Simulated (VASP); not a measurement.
Set up this calculation in VASP 6.6.1, as the native input.

```yaml
Task: single point
Functional: PBE
Potentials_or_basis: VASP PAW PBE potentials, release 64 (Si, C)
Cutoff: 520 eV
k_mesh: 12 × 12 × 6
Occupations: gaussian, width 0.02 eV
Spin: no spin polarisation
Dipole_correction: no
Further_INCAR_settings: ALGO = Normal; EDIFF = 1e-07; NBANDS = 16
```

The structure of SiC lies in POSCAR:

```
SiC
1.0
    2.9682590546      0.0000000000      0.0000000000
   -1.4841295273      2.5705877463      0.0000000000
    0.0000000000      0.0000000000      5.1168623161
Si C
2 2
Direct
    0.3333333333      0.6666666667      0.5025977703
    0.6666666667      0.3333333333      1.0025977703
    0.3333333333      0.6666666667      0.8724022297
    0.6666666667      0.3333333333      0.3724022297
```

This cell differs from its parent crystal: biaxial strain in the a-b plane: -4.0 %, then relaxed in part.

The input as run:

INCAR

```
  PREC = Accurate
  ENCUT = 520
  EDIFF = 1E-7
  ISMEAR = 0
  SIGMA = 0.02
  LREAL = F
  LASPH = T
  NELM = 80
  ALGO = Normal
  ISIF = 2
  LWAVE = F
  LCHARG = F
  GGA = PE
  NBANDS = 16
```

KPOINTS

```
Automatic mesh
0
Gamma
  12 12 6
```

Potentials or basis: VASP PAW PBE potentials, release 64 (Si, C).

Launch:

```bash
$ cat potpaw_PBE.64/Si/POTCAR potpaw_PBE.64/C/POTCAR > POTCAR
$ mpirun -np 1 vasp_std > vasp.out
```

Results of the run:

The pressure is 18.3 GPa and the band gap on the k mesh is 1.72 eV, indirect (least direct gap 4.44 eV).

Caveat: the cell differs from its parent crystal (biaxial strain in the a-b plane: -4.0 %, then relaxed in part).

It took 36 s on 1 thread of Intel(R) Xeon(R) Platinum 8259CL CPU @ 2.50GHz (Skylake/Cascade Lake) (shared host), peak memory 0.17 GiB.
